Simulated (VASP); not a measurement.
# NaCl (Fm-3m) in VASP: notebook

NaCl is run at these levels: PBE; tasks: single point.

Everything below comes from runs of VASP 6.6.1. Logs are shortened: lines on timing, memory, paths and dates and some standing lists are left out, and cuts for length are marked.

**1. The cell of the first run**

It takes space group Fm-3m (No. 225, cubic). Conventional cell: a = 5.578 Å, b = 5.578 Å, c = 5.578 Å, α = 90.00°, β = 90.00°, γ = 90.00°. Na (site symmetry m-3m) has 6 Cl at 2.79 Å within 3.7 Å. Within 3.7 Å of Cl (site symmetry m-3m) lie 6 Na at 2.79 Å.

**2. Single point, PBE (volume scaled by 0.94)**

File INCAR:

```
PREC = Accurate
ENCUT = 520
EDIFF = 1E-6
ISMEAR = 0
SIGMA = 0.02
LREAL = False
LASPH = True
NELM = 80
ALGO = Normal
ISIF = 2
LWAVE = False
LCHARG = True
GGA = PE
LELF = True
LVHAR = True
NBANDS = 14
```

File KPOINTS:

```
regular mesh
0
Gamma
  8 8 8
```

File POSCAR:

```
NaCl
1.0
    0.0000000000      2.7889731799      2.7889731799
    2.7889731799      0.0000000000      2.7889731799
    2.7889731799      2.7889731799      0.0000000000
Na Cl
1 1
Direct
    0.0000000000      0.0000000000      0.0000000000
    0.5000000000      0.5000000000      0.5000000000
```

Potentials or basis: VASP PAW PBE potentials, release 64 (Na_pv, Cl).

Started as:

```bash
cat potpaw_PBE.64/Na_pv/POTCAR potpaw_PBE.64/Cl/POTCAR > POTCAR
mpirun -np 1 vasp_std > vasp.out
```

OUTCAR:

```text
PREC = Accurate
   ENCUT = 520
   EDIFF = 1E-6
   ISMEAR = 0
   LREAL = False
   LASPH = True
   NELM = 80
   ISIF = 2
   GGA = PE

 ion  position               nearest neighbor table
   1  0.000  0.000  0.000-
   2  0.500  0.500  0.500-

  LATTYP: Found a face centered cubic cell.
 ALAT       =     5.5779463598

  Lattice vectors:

 A1 = (   0.0000000000,   2.7889731799,   2.7889731799)
 A2 = (   2.7889731799,   0.0000000000,   2.7889731799)
 A3 = (   2.7889731799,   2.7889731799,   0.0000000000)

Analysis of symmetry for initial positions (statically):
=====================================================================
 Subroutine PRICEL returns:
 Original cell was already a primitive cell.

 Routine SETGRP: Setting up the symmetry group for a
 face centered cubic supercell.

 Subroutine GETGRP returns: Found 48 space group operations
 (whereof 48 operations were pure point group operations)
 out of a pool of 48 trial point group operations.

The static configuration has the point symmetry O_h .

Analysis of symmetry for dynamics (positions and initial velocities):
=====================================================================
 Subroutine PRICEL returns:
 Original cell was already a primitive cell.

 Routine SETGRP: Setting up the symmetry group for a
 face centered cubic supercell.

 Subroutine GETGRP returns: Found 48 space group operations
 (whereof 48 operations were pure point group operations)
 out of a pool of 48 trial point group operations.

The dynamic configuration has the point symmetry O_h .

 Subroutine INISYM returns: Found 48 space group operations
 (whereof 48 operations are pure point group operations),
 and found     1 'primitive' translations

----------------------------------------------------------------------------------------

                                     Primitive cell

  volume of cell :      43.3873

  direct lattice vectors                    reciprocal lattice vectors
     0.000000000  2.788973180  2.788973180    -0.179277450  0.179277450  0.179277450
     2.788973180  0.000000000  2.788973180     0.179277450 -0.179277450  0.179277450
     2.788973180  2.788973180  0.000000000     0.179277450  0.179277450 -0.179277450

  length of vectors
     3.944203696  3.944203696  3.944203696     0.310517652  0.310517652  0.310517652

  position of ions in fractional coordinates (direct lattice)
     0.000000000  0.000000000  0.000000000
     0.500000000  0.500000000  0.500000000
[... 87 lines left out ...]
   PSTRESS=    0.0 pullay stress
   NELECT =      14.0000    total number of electrons
   NUPDOWN=      -1.0000    fix difference up-down
   EMIN   =  10.00;   EMAX   =-10.00  energy-range for DOS
   EFERMI =   0.00;   METHOD = LEGACY
   ISMEAR =     0;   SIGMA  =   0.02  broadening in eV -4-tet -1-fermi 0-gaus
   EFERMI_NEDOS =   21; number of points for ismear=-14 and -15
   IALGO  =     38    algorithm
   IMIX   =      4    mixing-type and parameters
     AMIX     =   0.40;   BMIX     =  1.00
     AMIX_MAG =   1.60;   BMIX_MAG =  1.00
  volume/ion in A,a.u.               =      21.69       146.40
  Fermi-wavevector in a.u.,A,eV,Ry     =   1.122871  2.121918 17.154758  1.260839
  Thomas-Fermi vector in A             =   2.259534
   LORBIT       =      0    0 simple, 1 ext, 2 COOP (PROOUT), +10 PAW based schemes
   GGA     = PE    functional components
   LHFCALC =     F    Hartree Fock is set to
   AEXX    =    0.0000 exact exchange contribution
   IVDW    =     0    specifies the selected vdW correction
   LEPSILON=     F    determine dielectric tensor
   LRPA    =     F    only Hartree local field effects (RPA)
 non-spin polarized calculation
 Gauss-broadening in eV      SIGMA  =   0.02
  energy-cutoff  :      520.00
  volume of cell :       43.39
 maximum number of plane-waves:      1211
 NGX is ok and might be reduce to    30
   NGX = 15   NGY = 15   NGZ = 15

 number of electron      14.0000008 magnetization

 Free energy of the ion-electron system (eV)
  ---------------------------------------------------
  ext. energy  EPLUGINS =         0.00000000
  ---------------------------------------------------
  free energy    TOTEN  =        -6.76336608 eV

  energy without entropy =       -6.76336608  energy(sigma->0) =       -6.76336608

 E-fermi :  -0.3773     XC(G=0):  -8.3091

 val. band max:       -0.5354637990   @ k =   0.0000   0.0000   0.0000
 cond. band min:       4.7028241648   @ k =   0.0000   0.0000   0.0000
 fundamental gap:      5.2382879638
 Fermi energy:        -0.3772823176

 k-point     1 :       0.0000    0.0000    0.0000
  band No.  band energies     occupation
      1     -21.2919      2.00000
      2     -21.2919      2.00000
      3     -21.2919      2.00000
      4     -13.2713      2.00000
      5      -0.5355      2.00000
      6      -0.5355      2.00000
      7      -0.5355      2.00000
      8       4.7028      0.00000
      9      10.6178      0.00000
     10      10.6178      0.00000
     11      10.6178      0.00000
     12      12.8223      0.00000
     13      12.8223      0.00000
     14      14.4837      0.00000
[... 377 lines left out ...]
      1     -21.3193      2.00000
      2     -21.3013      2.00000
      3     -21.2969      2.00000
      4     -12.8651      2.00000
      5      -2.2740      2.00000
      6      -1.3422      2.00000
      7      -0.9727      2.00000
      8       7.8800      0.00000
      9       9.1472      0.00000
     10       9.8663      0.00000
     11      11.3201      0.00000
     12      13.9883      0.00000
     13      15.2980      0.00000
     14      16.2987      0.00000

 [... further k-points ...]

------------------------ aborting loop because EDIFF is reached ----------------------------------------

  FORCE on cell =-STRESS in cart. coord.  units (eV):
  Direction    XX          YY          ZZ          XY          YZ          ZX
  --------------------------------------------------------------------------------------
  -------------------------------------------------------------------------------------
  Total        0.4582905      0.4582905      0.4582905      0.0000000     -0.0000000      0.0000000
  in kB       16.9234301     16.9234301     16.9234301      0.0000000     -0.0000000      0.0000000
  external PRESSURE =      16.9234301 kB  Pullay stress =       0.0000000 kB

 VOLUME and BASIS-vectors are now :
 -----------------------------------------------------------------------------
  energy-cutoff  :      520.00
  volume of cell :       43.39
      direct lattice vectors                 reciprocal lattice vectors
     0.000000000  2.788973180  2.788973180    -0.179277450  0.179277450  0.179277450
     2.788973180  0.000000000  2.788973180     0.179277450 -0.179277450  0.179277450
     2.788973180  2.788973180  0.000000000     0.179277450  0.179277450 -0.179277450

 POSITION                                       TOTAL-FORCE (eV/Angst)
 -----------------------------------------------------------------------------------
      0.00000      0.00000      0.00000         0.000000      0.000000      0.000000
      2.78897      2.78897      2.78897        -0.000000     -0.000000     -0.000000
 -----------------------------------------------------------------------------------
    total drift:                               -0.000000      0.000000      0.000000

  FREE ENERGIE OF THE ION-ELECTRON SYSTEM (eV)
  ---------------------------------------------------
  free  energy   TOTEN  =        -6.7633660772 eV

  energy  without entropy=       -6.7633660772  energy(sigma->0) =       -6.76336608
```

OSZICAR:

```text
N       E                     dE             d eps       ncg     rms          rms(c)
DAV:   1     0.103081125824E+03    0.10308E+03   -0.69684E+03   812   0.102E+03
DAV:   2     0.118373338351E+01   -0.10190E+03   -0.94540E+02   934   0.280E+02
DAV:   3    -0.683026410540E+01   -0.80140E+01   -0.79719E+01  1046   0.730E+01
DAV:   4    -0.695294394574E+01   -0.12268E+00   -0.12263E+00   962   0.962E+00
DAV:   5    -0.695566575889E+01   -0.27218E-02   -0.27217E-02  1050   0.148E+00    0.216E+00
DAV:   6    -0.676941439661E+01    0.18625E+00   -0.30579E-01  1010   0.327E+00    0.162E+00
DAV:   7    -0.675795568596E+01    0.11459E-01   -0.80727E-02  1080   0.166E+00    0.111E+00
DAV:   8    -0.676339325786E+01   -0.54376E-02   -0.96977E-03   920   0.856E-01    0.308E-01
DAV:   9    -0.676327011295E+01    0.12314E-03   -0.21855E-04  1016   0.115E-01    0.162E-01
DAV:  10    -0.676337560303E+01   -0.10549E-03   -0.28944E-04   980   0.139E-01    0.631E-02
DAV:  11    -0.676336590145E+01    0.97016E-05   -0.18393E-05  1040   0.413E-02    0.133E-02
DAV:  12    -0.676336607722E+01   -0.17577E-06   -0.21100E-06   944   0.141E-02
   1 F= -.67633661E+01 E0= -.67633661E+01  d E =-.450413E-31
```

stdout:

```text
POSCAR found type information on POSCAR NaCl
 POSCAR found :  2 types and       2 ions
 scaLAPACK will be used
 LDA part: xc-table for (Slater+PW92), standard interpolation
 POSCAR, INCAR and KPOINTS ok, starting setup
 FFT: planning ... GRIDC
 FFT: planning ... GRID_SOFT
 FFT: planning ... GRID
 WAVECAR not read
 entering main loop
```

It took 24 s on 1 thread of Intel Xeon Platinum 8259CL at 2.50GHz (Skylake/Cascade Lake), shared host; peak memory 0.16 GiB.

What came out:

```yaml
Free_energy: -6.7634 eV
Pressure: 1.7 GPa
Band_gap_on_the_k_mesh: 5.24 eV, direct
```

**3. Single point, PBE (volume scaled by 0.97)**

File INCAR:

```
SYSTEM = NaCl
  ALGO = Normal
  EDIFF = 1E-7
  ENCUT = 520
  GGA = PE
  ISIF = 2
  ISMEAR = 0
  LASPH = .True.
  LCHARG = .False.
  LREAL = .False.
  LWAVE = .False.
  NBANDS = 14
  NELM = 100
  PREC = Accurate
  SIGMA = 0.02
```

File KPOINTS:

```
k-points
0
Gamma
  8 8 8
  0 0 0
```

File POSCAR:

```
NaCl
1.0
    0.0000000000      2.8183329499      2.8183329499
    2.8183329499      0.0000000000      2.8183329499
    2.8183329499      2.8183329499      0.0000000000
Na Cl
1 1
Direct
    0.0000000000      0.0000000000      0.0000000000
    0.5000000000      0.5000000000      0.5000000000
```

Potentials or basis: VASP PAW PBE potentials, release 64 (Na_pv, Cl).

Started as:

```bash
cat potpaw_PBE.64/Na_pv/POTCAR potpaw_PBE.64/Cl/POTCAR > POTCAR
mpirun -np 1 vasp_std > vasp.out
```

Run time: 24 s. Hardware: 1 thread of Intel Xeon Platinum 8259CL at 2.50GHz (Skylake/Cascade Lake), shared host; peak memory 0.16 GiB.

It converged, with:

| Property | Result |
| --- | --- |
| Free energy | -6.7743 eV |
| Pressure | 0.8 GPa |
| Band gap on the k mesh | 5.11 eV, direct |

Levels at points of the mesh, in eV from the valence-band top:
| k point | band 3 | band 4 | band 5 | band 6 | band 7 | band 8 | band 9 | band 10 | band 11 | band 12 |
| --- | --- | --- | --- | --- | --- | --- | --- | --- | --- | --- |
| (0.00, 0.00, 0.00) | -20.81 | -12.66 | 0.00 | 0.00 | 0.00 | 5.11 | 11.12 | 11.12 | 11.12 | 13.29 |
| (0.50, 0.00, 0.00) | -20.82 | -12.32 | -1.93 | -0.26 | -0.26 | 7.28 | 10.64 | 10.98 | 10.98 | 15.00 |
| (0.50, 0.50, 0.00) | -20.82 | -12.28 | -1.66 | -0.60 | -0.60 | 7.54 | 8.08 | 11.33 | 14.79 | 14.79 |

(Continued in part 2 of 2.)
